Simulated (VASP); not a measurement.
Here is a VASP 6.6.1 calculation.

The input INCAR:

```
SYSTEM = As
PREC = Accurate
ENCUT = 520
EDIFF = 1E-7
ISMEAR = -1
SIGMA = 0.08
LREAL = .FALSE.
LASPH = .TRUE.
NELM = 100
ALGO = Normal
ISIF = 2
LWAVE = .FALSE.
LCHARG = .TRUE.
GGA = PE
LELF = .TRUE.
LVHAR = .TRUE.
NBANDS = 8
```

Contents of KPOINTS:

```
Automatic mesh
0
G
  18 18 18
  0 0 0
```

POSCAR

```
As
1.0
   -1.5048321945      1.5048321945      1.5048321945
    1.5048321945     -1.5048321945      1.5048321945
    1.5048321945      1.5048321945     -1.5048321945
As
1
Direct
    0.0000000000      0.0000000000      0.0000000000
```

Potentials or basis: VASP PAW PBE potentials, release 64 (As).

Launch:

```console
$ cat potpaw_PBE.64/As/POTCAR > POTCAR
$ mpirun -np 1 vasp_std > vasp.out
```

Q: What does it give for the pressure?

A: 57.1 GPa.
